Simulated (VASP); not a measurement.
Here is a VASP 6.6.1 calculation.

The input INCAR:

```
SYSTEM = TaN
ALGO = Normal ; EDIFF = 1E-7
ENCUT = 520 ; GGA = PE
ISIF = 2 ; ISMEAR = -1
LASPH = .TRUE. ; LCHARG = .FALSE.
LREAL = .FALSE. ; LWAVE = .FALSE.
NBANDS = 33 ; NELM = 80
PREC = Accurate ; SIGMA = 0.01
```

Contents of KPOINTS:

```
k-points
0
G
  6 6 9
  0 0 0
```

The input POSCAR:

```
TaN
1.0
    5.2999208842      0.0000000000      0.0000000000
   -2.6499604421      4.5898661238      0.0000000000
    0.0000000000      0.0000000000      2.9110000000
Ta N
3 3
Direct
    0.3333333333      0.6666666667      0.5000000000
    0.6666666667      0.3333333333      0.5000000000
    0.0000000000      0.0000000000      0.0000000000
    0.3928500000      0.0000000000      0.0000000000
    0.6071500000      0.6071500000      0.0000000000
    0.0000000000      0.3928500000      0.0000000000
```

Potentials or basis: VASP PAW PBE potentials, release 64 (Ta_pv, N).

Command:

```console
$ cat potpaw_PBE.64/Ta_pv/POTCAR potpaw_PBE.64/N/POTCAR > POTCAR
$ mpirun -np 1 vasp_std > vasp.out
```

Problem. Predict the pressure.

Solution. -6.3 GPa.

Problem. What does it give for the largest force?

Solution. 0.204 eV/Å.

Problem. Predict the band gap on the k mesh.

Solution. Zero (band 24 reaches 9.61 eV, above the bottom of band 25 at 6.61 eV).

Forces in eV/Å, atoms in the order of the input:
```
Ta   0.000  0.000  0.000
Ta   0.000  0.000  0.000
Ta   0.000  0.000  0.000
N   -0.204  0.000  0.000
N    0.102  0.177  0.000
N    0.102 -0.177  0.000
```

Caveat: the cell differs from its parent crystal (equal xx and yy strain of +2 %); spin-orbit coupling is left out, which moves the levels of the heavy elements.
